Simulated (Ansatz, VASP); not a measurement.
Cu: VASP beside Ansatz

The input INCAR:

```
PREC = Accurate ; ENCUT = 600
EDIFF = 1E-6 ; ISMEAR = -1
SIGMA = 0.15 ; LREAL = False
LASPH = True ; NELM = 100
ALGO = Normal ; ISIF = 3
LWAVE = False ; LCHARG = False
IBRION = 2 ; NSW = 80
EDIFFG = -0.001
```

Contents of KPOINTS:

```
regular mesh
0
Gamma
  20 20 20
```

File POSCAR:

```
Cu
1.0
    0.0000000000      1.7591974728      1.7591974728
    1.7591974728      0.0000000000      1.7591974728
    1.7591974728      1.7591974728      0.0000000000
Cu
1
Direct
    0.0000000000      0.0000000000      0.0000000000
```

Input for Ansatz:

```yaml
crystal:
  lattice:
    - [0.0, 1.7591974728, 1.7591974728]
    - [1.7591974728, 0.0, 1.7591974728]
    - [1.7591974728, 1.7591974728, 0.0]
  atoms:
    - { symbol: Cu, position: [0.0, 0.0, 0.0] }
basis:
  ecutwfc: 600.0
kpoints:
  mp_grid: { grid: [20, 20, 20] }
hamiltonian:
  xc: lda
  pseudopotentials: { kind: paw, azcp: { folder: soft_1 } }
scf:
  occupations: { method: fermi_dirac, width: 0.15 }
output:
  forces: true
  stress: true
  eigenvalues: true
relax:
  adjacent_minimum: "off"
  f_tol: 0.001
  max_steps: 60
  cell: { stress_tol: 0.01 }
```

Alike in both runs: task relaxation of cell and atoms; functional LDA; k mesh 20 × 20 × 20; occupations fermi-dirac, width 0.15 eV; no spin polarisation.

```csv
,VASP,Ansatz
version,VASP 6.6.1,Ansatz 0.2.0
potentials or method,"VASP PAW LDA potentials, release 64 (Cu), cutoff 600 eV","scalar-relativistic, plane waves, PAW"
valence electrons in the cell,11,19
```

Ansatz gave:

```
gap on the k mesh at the Fermi level, each at its own relaxed structure (eV) : none
relaxed volume (Å³/atom)                                                     : 10.89
relaxed length of the cell vector where the two differ most in proportion (Å)              : 2.488
```

Problem. What did VASP give for the same quantities?

Solution. gap on the k mesh at the Fermi level, each at its own relaxed structure (eV): none; relaxed volume (Å³/atom): 10.94; relaxed length of the cell vector where the two differ most in proportion (Å): 2.492.

Ansatz warns that its potentials were made for another functional, while VASP's fit it. LDA's correlation is that of Perdew and Zunger in VASP and of Perdew and Wang (1992) in Ansatz. A gap of «none» marks a metal or a gap that the smearing closes. VASP's potentials hold 11 valence electrons a cell and Ansatz's 19, so a difference there can come from the potentials and not from the codes.
